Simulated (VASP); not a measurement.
A run of VASP 6.6.1 is set up as follows.

INCAR

```
SYSTEM = Ta
PREC     = Accurate       ! precision mode
ENCUT    = 520            ! plane-wave cutoff, eV
EDIFF    = 1E-6           ! SCF threshold, eV
ISMEAR   = 0              ! smearing method
SIGMA    = 0.15           ! smearing width, eV
LREAL    = .FALSE.        ! projectors in reciprocal space
LASPH    = .TRUE.         ! aspherical terms in the spheres
NELM     = 60             ! most SCF steps
ALGO     = Fast           ! electronic algorithm
ISIF     = 2              ! what is computed and relaxed
LWAVE    = .FALSE.        ! write WAVECAR
LCHARG   = .FALSE.        ! write CHGCAR
GGA      = PS             ! functional
NBANDS   = 12             ! bands
```

File KPOINTS:

```
regular mesh
0
G
  20 20 20
  0 0 0
```

File POSCAR:

```
Ta
1.0
   -1.6099980000      1.6099980000      1.6099980000
    1.6099980000     -1.6099980000      1.6099980000
    1.6099980000      1.6099980000     -1.6099980000
Ta
1
Direct
    0.0000000000      0.0000000000      0.0000000000
```

Potentials or basis: VASP PAW PBE potentials, release 64 (Ta_pv).

The run is started by

```bash
$ cat potpaw_PBE.64/Ta_pv/POTCAR > POTCAR
$ mpirun -np 1 vasp_std > vasp.out
```

Question: Estimate the band gap on the k mesh.

Answer: Zero (an odd number of electrons rules out a gap without spin polarisation).

Question: What does it give for the pressure?

Answer: 13.6 GPa.

Caveat: the cell differs from its parent crystal (strain -0.025 along x and y, -0.025 along z); the cell stands under pressure; the PAW data sets were made with another functional, which shifts forces and pressure a little; spin-orbit coupling is left out, which moves the levels of the heavy elements.
